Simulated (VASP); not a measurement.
# Se in VASP: further runs, part 2 of 2

VASP 6.6.1. Earlier steps stand in the parts before.

### 3 Single point, PBE (equal xx and yy strain of +1 %)

Contents of INCAR:

```
SYSTEM = Se
PREC = Accurate
ENCUT = 520
EDIFF = 1E-6
ISMEAR = -1
SIGMA = 0.01
LREAL = .FALSE.
LASPH = .TRUE.
NELM = 80
ALGO = Normal
ISIF = 2
LWAVE = .FALSE.
LCHARG = .FALSE.
GGA = PE
NBANDS = 27
```

Contents of KPOINTS:

```
Automatic mesh
0
G
  6 6 6
  0 0 0
```

Contents of POSCAR:

```
Se
1.0
    5.7378098605      3.3127260675      1.4763300000
   -5.7378098605      3.3127260675      1.4763300000
    0.0000000000     -6.6254521351      1.4763300000
Se
6
Direct
    0.2806600000      0.1625100000      0.9181800000
    0.9181800000      0.2806600000      0.1625100000
    0.1625100000      0.9181800000      0.2806600000
    0.7193400000      0.8374900000      0.0818200000
    0.0818200000      0.7193400000      0.8374900000
    0.8374900000      0.0818200000      0.7193400000
```

Potentials or basis: VASP PAW PBE potentials, release 64 (Se).

The run is started by

```console
$ cat potpaw_PBE.64/Se/POTCAR > POTCAR
$ mpirun -np 1 vasp_std > vasp.out
```

OUTCAR:

```text
SYSTEM = Se
   PREC = Accurate
   ENCUT = 520
   EDIFF = 1E-6
   ISMEAR = -1
   LREAL = .FALSE.
   LASPH = .TRUE.
   NELM = 80
   ISIF = 2
   GGA = PE

 ion  position               nearest neighbor table
   1  0.281  0.163  0.918-   5 2.37   6 2.37
   2  0.918  0.281  0.163-   4 2.37   6 2.37
   3  0.163  0.918  0.281-   4 2.37   5 2.37
   4  0.719  0.837  0.082-   2 2.37   3 2.37
   5  0.082  0.719  0.837-   1 2.37   3 2.37
   6  0.837  0.082  0.719-   1 2.37   2 2.37

  LATTYP: Found a trigonal (rhomboedric) cell.
 ALAT       =     6.7879427121
 COS(alpha) =    -0.4290451948

  Lattice vectors:

 A1 = (   5.7378098605,   3.3127260675,   1.4763300000)
 A2 = (  -5.7378098605,   3.3127260675,   1.4763300000)
 A3 = (   0.0000000000,  -6.6254521351,   1.4763300000)

Analysis of symmetry for initial positions (statically):
=====================================================================
 Subroutine PRICEL returns:
 Original cell was already a primitive cell.

 Routine SETGRP: Setting up the symmetry group for a
 trigonal (rhombohedral) supercell.

 Subroutine GETGRP returns: Found  6 space group operations
 (whereof  6 operations were pure point group operations)
 out of a pool of 12 trial point group operations.

The static configuration has the point symmetry S_6 .

Analysis of symmetry for dynamics (positions and initial velocities):
=====================================================================
 Subroutine PRICEL returns:
 Original cell was already a primitive cell.

 Routine SETGRP: Setting up the symmetry group for a
 trigonal (rhombohedral) supercell.

 Subroutine GETGRP returns: Found  6 space group operations
 (whereof  6 operations were pure point group operations)
 out of a pool of 12 trial point group operations.

[... 125 lines left out ...]
   IALGO  =     38    algorithm
   IMIX   =      4    mixing-type and parameters
     AMIX     =   0.40;   BMIX     =  1.00
     AMIX_MAG =   1.60;   BMIX_MAG =  1.00
  volume/ion in A,a.u.               =      28.06       189.37
  Fermi-wavevector in a.u.,A,eV,Ry     =   0.978934  1.849918 13.038631  0.958312
  Thomas-Fermi vector in A             =   2.109748
   LORBIT       =      0    0 simple, 1 ext, 2 COOP (PROOUT), +10 PAW based schemes
   GGA     = PE    functional components
   LHFCALC =     F    Hartree Fock is set to
   AEXX    =    0.0000 exact exchange contribution
   IVDW    =     0    specifies the selected vdW correction
   LEPSILON=     F    determine dielectric tensor
   LRPA    =     F    only Hartree local field effects (RPA)
 non-spin polarized calculation
  energy-cutoff  :      520.00
  volume of cell :      168.37
 maximum number of plane-waves:      4565
   NGX = 25   NGY = 25   NGZ = 25

 number of electron      35.9999999 magnetization

 Free energy of the ion-electron system (eV)
  ---------------------------------------------------
  ext. energy  EPLUGINS =         0.00000000
  ---------------------------------------------------
  free energy    TOTEN  =       -20.74138149 eV

  energy without entropy =      -20.74138149  energy(sigma->0) =      -20.74138149

 E-fermi :   2.4851     XC(G=0):  -8.7136

 val. band max:        2.2202360592   @ k =   0.5000   0.5000   0.5000
 cond. band min:       3.3185383350   @ k =  -0.1667   0.1667   0.1667
 fundamental gap:      1.0983022758
 Fermi energy:         2.4850773151

 k-point     1 :       0.0000    0.0000    0.0000
  band No.  band energies     occupation
      1     -13.4309      2.00000
      2     -11.7708      2.00000
      3     -11.7708      2.00000
      4      -9.5927      2.00000
      5      -9.5927      2.00000
      6      -7.9637      2.00000
[... 709 lines left out ...]
     26       8.2925      0.00000
     27       8.8578      0.00000

 [... further k-points ...]

------------------------ aborting loop because EDIFF is reached ----------------------------------------

  FORCE on cell =-STRESS in cart. coord.  units (eV):
  Direction    XX          YY          ZZ          XY          YZ          ZX
  --------------------------------------------------------------------------------------
  -------------------------------------------------------------------------------------
  Total        1.3967618      1.3967618      1.8891792      0.0000003     -0.0000000      0.0000000
  in kB       13.2912728     13.2912728     17.9770060      0.0000033     -0.0000000      0.0000000
  external PRESSURE =      14.8531839 kB  Pullay stress =       0.0000000 kB

 VOLUME and BASIS-vectors are now :
 -----------------------------------------------------------------------------
  energy-cutoff  :      520.00
  volume of cell :      168.37
      direct lattice vectors                 reciprocal lattice vectors
     5.737809860  3.312726067  1.476330000     0.087141263  0.050311032  0.225785111
    -5.737809860  3.312726067  1.476330000    -0.087141263  0.050311032  0.225785111
     0.000000000 -6.625452135  1.476330000     0.000000000 -0.100622064  0.225785111

 POSITION                                       TOTAL-FORCE (eV/Angst)
 -----------------------------------------------------------------------------------
      0.67792     -4.61526      2.00980         0.117904      0.162495      0.133870
      3.65797      2.89473      2.00980        -0.199677      0.020861      0.133870
     -4.33589      1.72053      2.00980         0.081772     -0.183355      0.133870
     -0.67792      4.61526      2.41919        -0.117904     -0.162495     -0.133870
     -3.65797     -2.89473      2.41919         0.199677     -0.020861     -0.133870
      4.33589     -1.72053      2.41919        -0.081772      0.183355     -0.133870
 -----------------------------------------------------------------------------------
    total drift:                                0.000000     -0.000000     -0.000000

  FREE ENERGIE OF THE ION-ELECTRON SYSTEM (eV)
  ---------------------------------------------------
  free  energy   TOTEN  =       -20.7413814934 eV

  energy  without entropy=      -20.7413814934  energy(sigma->0) =      -20.74138149
```

stdout:

```text
POSCAR found type information on POSCAR Se
 POSCAR found :  1 types and       6 ions
 scaLAPACK will be used
 LDA part: xc-table for (Slater+PW92), standard interpolation
 POSCAR, INCAR and KPOINTS ok, starting setup
 FFT: planning ... GRIDC
 FFT: planning ... GRID_SOFT
 FFT: planning ... GRID
 WAVECAR not read
 entering main loop
```

It took 3.7 min on 1 thread of AMD EPYC 7R43 (Zen 3), shared host; peak memory 0.35 GiB.

What came out:

* Free energy: -20.7414 eV
* Pressure: 1.5 GPa
* Largest force: 0.241 eV/Å
* Band gap on the k mesh: 1.10 eV, indirect (least direct gap 1.34 eV)

Forces on the atoms (eV/Å):
```
Se   0.118  0.162  0.134
Se  -0.200  0.021  0.134
Se   0.082 -0.183  0.134
Se  -0.118 -0.162 -0.134
Se   0.200 -0.021 -0.134
Se  -0.082  0.183 -0.134
```

Levels at points of the mesh, in eV from the valence-band top:
```tsv
k point	band 15	band 16	band 17	band 18	band 19	band 20	band 21	band 22
(0.00, 0.00, 0.00)	-0.82	-0.82	-0.70	-0.70	1.63	1.63	2.44	2.72
(0.50, 0.00, 0.00)	-1.31	-0.97	-0.41	-0.38	1.59	1.77	2.48	2.91
(0.50, 0.50, 0.00)	-1.38	-1.16	-0.90	-0.43	1.37	1.65	2.22	2.86
(0.50, 0.50, 0.50)	-1.56	-1.32	-1.32	0.00	1.34	1.34	1.82	3.45
```

Caveat: the cell differs from its parent crystal (equal xx and yy strain of +1 %). A k mesh can miss the band edges.

### 4 Single point, PBE (equal xx and yy strain of +3 %)

Contents of INCAR:

```
ALGO = Normal
EDIFF = 1E-6
ENCUT = 520
GGA = PE
ISIF = 2
ISMEAR = -1
LASPH = True
LCHARG = False
LREAL = False
LWAVE = False
NBANDS = 27
NELM = 80
PREC = Accurate
SIGMA = 0.01
```

Contents of KPOINTS:

```
k-points
0
Gamma
  6 6 6
```

POSCAR, as its differences from that of step 3:

```diff
@@ -2,5 +2,5 @@
 1.0
-    5.7378098605      3.3127260675      1.4763300000
-   -5.7378098605      3.3127260675      1.4763300000
-    0.0000000000     -6.6254521351      1.4763300000
+    5.8514298578      3.3783246035      1.4763300000
+   -5.8514298578      3.3783246035      1.4763300000
+    0.0000000000     -6.7566492071      1.4763300000
 Se
```

The run is started by

```console
$ cat potpaw_PBE.64/Se/POTCAR > POTCAR
$ mpirun -np 1 vasp_std > vasp.out
```

Wall time 4.1 min (1 thread of AMD EPYC 7R43 (Zen 3), shared host); peak memory 0.42 GiB.

It converged, with:

| Property | Result |
| --- | --- |
| Free energy | -20.7355 eV |
| Pressure | -0.8 GPa |
| Largest force | 0.258 eV/Å |
| Band gap on the k mesh | 0.93 eV, indirect (least direct gap 1.18 eV) |

Forces on the atoms (eV/Å):
```
Se   0.016 -0.190 -0.174
Se   0.157  0.109 -0.174
Se  -0.173  0.081 -0.174
Se  -0.016  0.190  0.174
Se  -0.157 -0.109  0.174
Se   0.173 -0.081  0.174
```

Stress tensor (GPa, compression positive):
```
-1.51  0.00  0.00
 0.00 -1.51  0.00
 0.00  0.00  0.59
```

Levels at points of the mesh, in eV from the valence-band top:
```csv
k point,band 16,band 17,band 18,band 19,band 20,band 21
"(0.00, 0.00, 0.00)",-0.85,-0.70,-0.70,1.42,1.42,2.18
"(0.50, 0.00, 0.00)",-1.04,-0.46,-0.42,1.41,1.60,2.26
"(0.50, 0.50, 0.00)",-1.12,-0.88,-0.50,1.20,1.51,2.08
"(0.50, 0.50, 0.50)",-1.34,-1.34,0.00,1.18,1.18,1.73
```

Caveat: the cell differs from its parent crystal (equal xx and yy strain of +3 %). A k mesh can miss the band edges.

### 5 Single point, PBE (equal xy, yz and zx shear strains of +1 %)

Contents of INCAR:

```
SYSTEM = Se
PREC = Accurate
ENCUT = 520
EDIFF = 1E-7
ISMEAR = -1
SIGMA = 0.01
LREAL = .FALSE.
LASPH = .TRUE.
NELM = 80
ALGO = Normal
ISIF = 2
LWAVE = .FALSE.
LCHARG = .FALSE.
GGA = PE
NBANDS = 27
```

Contents of KPOINTS:

```
regular mesh
0
G
  6 6 6
  0 0 0
```

POSCAR, as its differences from that of step 4:

```diff
@@ -2,5 +2,5 @@
 1.0
-    5.8514298578      3.3783246035      1.4763300000
-   -5.8514298578      3.3783246035      1.4763300000
-    0.0000000000     -6.7566492071      1.4763300000
+    5.7047811459      3.3157134488      1.5211346333
+   -5.6572185779      3.2589034502      1.4643246347
+   -0.0254176180     -6.5524719491      1.4435307320
 Se
```

Potentials or basis: VASP PAW PBE potentials, release 64 (Se).

The run is started by

```console
$ cat potpaw_PBE.64/Se/POTCAR > POTCAR
$ mpirun -np 1 vasp_std > vasp.out
```

OUTCAR:

```text
SYSTEM = Se
   PREC = Accurate
   ENCUT = 520
   EDIFF = 1E-7
   ISMEAR = -1
   LREAL = .FALSE.
   LASPH = .TRUE.
   NELM = 80
   ISIF = 2
   GGA = PE

 ion  position               nearest neighbor table
   1  0.281  0.163  0.918-   5 2.35   6 2.37
   2  0.918  0.281  0.163-   4 2.35   6 2.35
   3  0.163  0.918  0.281-   5 2.35   4 2.37
   4  0.719  0.837  0.082-   2 2.35   3 2.37
   5  0.082  0.719  0.837-   1 2.35   3 2.35
   6  0.837  0.082  0.719-   2 2.35   1 2.37

  LATTYP: Found a triclinic cell.
 ALAT       =     8.7892258350
 B/A-ratio  =     0.5039238730
 C/A-ratio  =     1.2871276498
 COS(alpha) =     0.0036852528
 COS(beta)  =     0.6441612710
 COS(gamma) =     0.6691598994

  Lattice vectors:

 A1 = (  -5.6350736279,   3.2810484001,   5.8933146347)
 A2 = (   0.0221449500,   0.0221449499,   4.4289900000)
 A3 = (  -5.6318009599,   9.8113753993,   0.0207939027)

Analysis of symmetry for initial positions (statically):
=====================================================================
 Subroutine PRICEL returns:
 Original cell was already a primitive cell.

[... 172 lines left out ...]
  free energy    TOTEN  =       -20.69185113 eV

  energy without entropy =      -20.69185113  energy(sigma->0) =      -20.69185113

 E-fermi :   2.6194     XC(G=0):  -8.7952

 val. band max:        2.3710581271   @ k =   0.5000   0.5000   0.5000
 cond. band min:       3.5324248020   @ k =  -0.1667  -0.1667   0.1667
 fundamental gap:      1.1613666749
 Fermi energy:         2.6193795702

 k-point     1 :       0.0000    0.0000    0.0000
  band No.  band energies     occupation
      1     -13.4231      2.00000
      2     -11.7529      2.00000
      3     -11.6436      2.00000
      4      -9.4873      2.00000
      5      -9.4178      2.00000
      6      -7.7675      2.00000
[... 709 lines left out ...]
     26       9.3478      0.00000
     27       9.6929      0.00000

 [... further k-points ...]
[... 5 lines left out ...]
  --------------------------------------------------------------------------------------
  -------------------------------------------------------------------------------------
  Total        2.7719439      3.3950632      2.6110291     -0.3811159     -0.1523918     -0.4749631
  in kB       26.9093900     32.9584887     25.3472663     -3.6997848     -1.4793845     -4.6108323
  external PRESSURE =      28.4050483 kB  Pullay stress =       0.0000000 kB

 VOLUME and BASIS-vectors are now :
 -----------------------------------------------------------------------------
  energy-cutoff  :      520.00
  volume of cell :      165.04
      direct lattice vectors                 reciprocal lattice vectors
     5.704781146  3.315713449  1.521134633     0.086640871  0.049255410  0.225105630
    -5.657218578  3.258903450  1.464324635    -0.089393239  0.050131201  0.225981421
    -0.025417618 -6.552471949  1.443530732    -0.000617726 -0.102756706  0.226301983

 POSITION                                       TOTAL-FORCE (eV/Angst)
 -----------------------------------------------------------------------------------
      0.65841     -4.55616      1.99031         0.004726      0.361949      0.287627
      3.64613      2.89422      2.04224        -0.467296     -0.018406      0.357141
     -4.27439      1.69208      1.99685         0.115776     -0.414386      0.291541
     -0.63627      4.57830      2.43868        -0.004726     -0.361949     -0.287627
     -3.62399     -2.87208      2.38675         0.467296      0.018406     -0.357141
      4.29654     -1.66993      2.43214        -0.115776      0.414386     -0.291541
 -----------------------------------------------------------------------------------
    total drift:                                0.000000     -0.000000     -0.000000

  FREE ENERGIE OF THE ION-ELECTRON SYSTEM (eV)
  ---------------------------------------------------
  free  energy   TOTEN  =       -20.6918511296 eV

  energy  without entropy=      -20.6918511296  energy(sigma->0) =      -20.69185113
```

OSZICAR:

```text
N       E                     dE             d eps       ncg     rms          rms(c)
DAV:   1     0.197385815544E+03    0.19739E+03   -0.14632E+04  6048   0.112E+03
DAV:   2    -0.429609287860E+01   -0.20168E+03   -0.19537E+03  7866   0.188E+02
DAV:   3    -0.207331294235E+02   -0.16437E+02   -0.16297E+02  7783   0.586E+01
DAV:   4    -0.209256152128E+02   -0.19249E+00   -0.19214E+00  6910   0.727E+00
DAV:   5    -0.209274105501E+02   -0.17953E-02   -0.17949E-02  7451   0.725E-01    0.980E+00
DAV:   6    -0.207593521941E+02    0.16806E+00   -0.95377E-02  6768   0.150E+00    0.601E+00
DAV:   7    -0.206922728694E+02    0.67079E-01   -0.20452E-01  6721   0.218E+00    0.300E-01
DAV:   8    -0.206916076664E+02    0.66520E-03   -0.17586E-02  6573   0.651E-01    0.127E-01
DAV:   9    -0.206917828956E+02   -0.17523E-03   -0.49803E-04  7750   0.112E-01    0.463E-02
DAV:  10    -0.206918443203E+02   -0.61425E-04   -0.76715E-05  6636   0.466E-02    0.115E-02
DAV:  11    -0.206918502905E+02   -0.59702E-05   -0.10501E-05  7327   0.162E-02    0.549E-03
DAV:  12    -0.206918510819E+02   -0.79142E-06   -0.18225E-06  6900   0.705E-03    0.175E-03
DAV:  13    -0.206918511296E+02   -0.47663E-07   -0.33112E-07  6662   0.294E-03
   1 F= -.20691851E+02 E0= -.20691851E+02  d E =-.445869E-13
```

stdout:

```text
POSCAR found type information on POSCAR Se
 POSCAR found :  1 types and       6 ions
 scaLAPACK will be used
 LDA part: xc-table for (Slater+PW92), standard interpolation
 POSCAR, INCAR and KPOINTS ok, starting setup
 FFT: planning ... GRIDC
 FFT: planning ... GRID_SOFT
 FFT: planning ... GRID
 WAVECAR not read
 entering main loop
```

Run time: 17 min. Hardware: 1 thread of AMD EPYC 7R13, shared host; peak memory 0.54 GiB.

Results:

- Free energy: -20.6919 eV
- Pressure: 2.8 GPa
- Largest force: 0.588 eV/Å
- Band gap on the k mesh: 1.16 eV, indirect (least direct gap 1.39 eV)

Forces on the atoms (eV/Å):
```
Se   0.005  0.362  0.288
Se  -0.467 -0.018  0.357
Se   0.116 -0.414  0.292
Se  -0.005 -0.362 -0.288
Se   0.467  0.018 -0.357
Se  -0.116  0.414 -0.292
```

Caveat: the cell differs from its parent crystal (equal xy, yz and zx shear strains of +1 %).

### 6 Single point, PBE (equal xy, yz and zx shear strains of +2 %)

INCAR, as its differences from that of step 5:

```diff
@@ -3,3 +3,3 @@
 ENCUT = 520
-EDIFF = 1E-7
+EDIFF = 1E-6
 ISMEAR = -1
@@ -8,3 +8,3 @@
 LASPH = .TRUE.
-NELM = 80
+NELM = 100
 ALGO = Normal
```

Contents of KPOINTS:

```
Automatic mesh
0
G
  6 6 6
  0 0 0
```

POSCAR, as its differences from that of step 5:

```diff
@@ -2,5 +2,5 @@
 1.0
-    5.7047811459      3.3157134488      1.5211346333
-   -5.6572185779      3.2589034502      1.4643246347
-   -0.0254176180     -6.5524719491      1.4435307320
+    5.7285624299      3.3515000981      1.5659392666
+   -5.6334372939      3.2378801009      1.4523192694
+   -0.0508352360     -6.5450902991      1.4107314640
 Se
```

Potentials or basis: VASP PAW PBE potentials, release 64 (Se).

The run is started by

```console
$ cat potpaw_PBE.64/Se/POTCAR > POTCAR
$ mpirun -np 1 vasp_std > vasp.out
```

Run time: 8.2 min. Hardware: 1 thread of Intel Xeon Platinum 8259CL at 2.50GHz (Skylake/Cascade Lake), shared host; peak memory 0.58 GiB.

Results (log left out):

* Free energy: -20.6762 eV
* Pressure: 2.9 GPa
* Largest force: 0.676 eV/Å
* Band gap on the k mesh: 1.12 eV, indirect (least direct gap 1.34 eV)

Forces in eV/Å, atoms in the order of the input:
```
Se  -0.159  0.368  0.270
Se  -0.539 -0.005  0.408
Se   0.013 -0.499  0.275
Se   0.159 -0.368 -0.270
Se   0.539  0.005 -0.408
Se  -0.013  0.499 -0.275
```

Stress tensor (GPa, compression positive):
```
 2.46 -0.74 -0.92
-0.74  3.64 -0.28
-0.92 -0.28  2.56
```

Levels at points of the mesh, in eV from the valence-band top:
```csv
k point,band 16,band 17,band 18,band 19,band 20,band 21
"(0.00, 0.00, 0.00)",-0.77,-0.73,-0.66,1.59,1.88,2.48
"(0.50, 0.00, 0.00)",-0.94,-0.36,-0.28,1.78,1.88,2.64
"(0.00, 0.50, 0.00)",-0.93,-0.39,-0.32,1.47,1.84,2.66
"(0.50, 0.50, 0.00)",-1.18,-0.87,-0.42,1.52,1.75,2.13
"(0.00, 0.00, 0.50)",-0.92,-0.46,-0.40,1.80,1.85,2.45
"(0.50, 0.00, 0.50)",-1.23,-0.88,-0.37,1.41,1.81,2.37
"(0.00, 0.50, 0.50)",-1.13,-1.00,-0.38,1.41,1.61,2.35
"(0.50, 0.50, 0.50)",-1.36,-1.26,0.00,1.34,1.50,1.88
```

Caveat: the cell differs from its parent crystal (equal xy, yz and zx shear strains of +2 %). A k mesh can miss the band edges.

### 7 The runs side by side

```tsv
cell	gap on the mesh (eV)	pressure (GPa)	largest force (eV/Å)
a = 6.596 Å, angles 115.1°, 6 atoms	1.41	6.0	1.11
a = 6.788 Å, angles 115.4°, 6 atoms	1.10	1.5	0.24
a = 6.916 Å, angles 115.6°, 6 atoms	0.93	-0.8	0.26
a = 6.771, b = 6.691, c = 6.710 Å, angles 115.2, 115.7, 115.1°, 6 atoms	1.16	2.8	0.59
a = 6.819, b = 6.658, c = 6.696 Å, angles 115.0, 116.0, 114.9°, 6 atoms	1.12	2.9	0.68
```

Alike in all rows: task single point; level PBE; potentials or basis VASP PAW PBE potentials, release 64 (Se); no spin polarisation; k mesh 6 × 6 × 6; cutoff (eV) 520; smearing fermi-dirac 0.01 eV.

Caveats: forces of over 1 eV/Å act on the atoms, so gaps and moduli don't describe the material at rest (some runs).

Total energies depend on the potentials used, so only differences within one code and one set of settings carry meaning.
